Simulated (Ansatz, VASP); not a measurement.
# Two plane-wave programs on MgO

```xyz
12
Lattice="2.1351 -2.1351 0.0000 2.1351 0.0000 -2.1351 8.8293 8.8293 8.8293" Properties=species:S:1:pos:R:3 pbc="T T T"
Mg    3.2027   -1.0676   -1.0676
Mg    7.4730    7.4730    7.4730
Mg    3.2027    1.0676    1.0676
Mg    7.4730    3.2027    3.2027
Mg    3.2027    3.2027    3.2027
Mg    7.4730    5.3379    5.3379
O     5.3379    1.0676    1.0676
O     1.0676    1.0676    1.0676
O     5.3379    3.2027    3.2027
O     9.6082    5.3379    5.3379
O     9.6082    3.2027    3.2027
O     9.6082    7.4730    7.4730
```

Alike in both runs: task single point; functional PBE; k mesh 9 × 9 × 2; occupations gaussian, width 0.05 eV; no spin polarisation.

|  | VASP | Ansatz |
| --- | --- | --- |
| version | VASP 6.6.1 | Ansatz 0.2.0 |
| potentials or method | VASP PAW PBE potentials, release 64 (Mg, O), cutoff 520 eV | scalar-relativistic, plane waves, PAW |
| valence electrons in the cell | 48 | 96 |

Ansatz gave:

* gap on the k mesh at the Fermi level (eV): 1.83
* least direct gap on the mesh (eV): 1.83
* pressure (GPa): -4.3
* traceless stress, the component that is largest in VASP (GPa): -3.29
* rms of the force components (eV/Å): 0.669

Question: Which values does VASP return?

Answer: gap on the k mesh at the Fermi level (eV): 1.78; least direct gap on the mesh (eV): 1.78; pressure (GPa): -5.0; traceless stress, the component that is largest in VASP (GPa): -3.30; rms of the force components (eV/Å): 0.669.

Atom by atom the forces differ by 0.004 eV/Å (rms over components). The functional is the same, so the differences come from potentials, cutoffs and numerics. VASP's potentials hold 48 valence electrons a cell and Ansatz's 96, so a difference there can come from the potentials and not from the codes.
